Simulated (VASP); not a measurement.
Input of a VASP 6.6.1 run:

File INCAR:

```
SYSTEM = PbS
PREC = Accurate
ENCUT = 520
EDIFF = 1E-6
ISMEAR = -1
SIGMA = 0.05
LREAL = .FALSE.
LASPH = .TRUE.
NELM = 150
ALGO = Normal
ISIF = 2
LWAVE = .FALSE.
LCHARG = .FALSE.
LNONCOLLINEAR = .TRUE.
MAGMOM = 0 0 0 0 0 0
LORBIT = 11
LSORBIT = .TRUE.
GGA_COMPAT = .FALSE.
LORBMOM = .TRUE.
GGA = PS
NBANDS = 32
```

File KPOINTS:

```
regular mesh
0
G
  6 6 6
  0 0 0
```

The input POSCAR:

```
PbS
1.0
    0.0000000000      2.9657500000      2.9657500000
    2.9657500000      0.0000000000      2.9657500000
    2.9657500000      2.9657500000      0.0000000000
Pb S
1 1
Direct
    0.0000000000      0.0000000000      0.0000000000
    0.5000000000      0.5000000000      0.5000000000
```

Potentials or basis: VASP PAW PBE potentials, release 64 (Pb_d, S).

Command:

```console
$ cat potpaw_PBE.64/Pb_d/POTCAR potpaw_PBE.64/S/POTCAR > POTCAR
$ mpirun -np 1 vasp_ncl > vasp.out
```

**Question.** What does it give for the net moment?

**Answer.** 0.00 μB per cell.

**Question.** What does it give for the pressure?

**Answer.** -1.4 GPa.

Moments on the atoms (μB; x, y, z):
```
Pb  0.00 0.00 0.00
S   0.00 0.00 0.00
```

Caveat: the PAW data sets were made with another functional, which shifts forces and pressure a little.
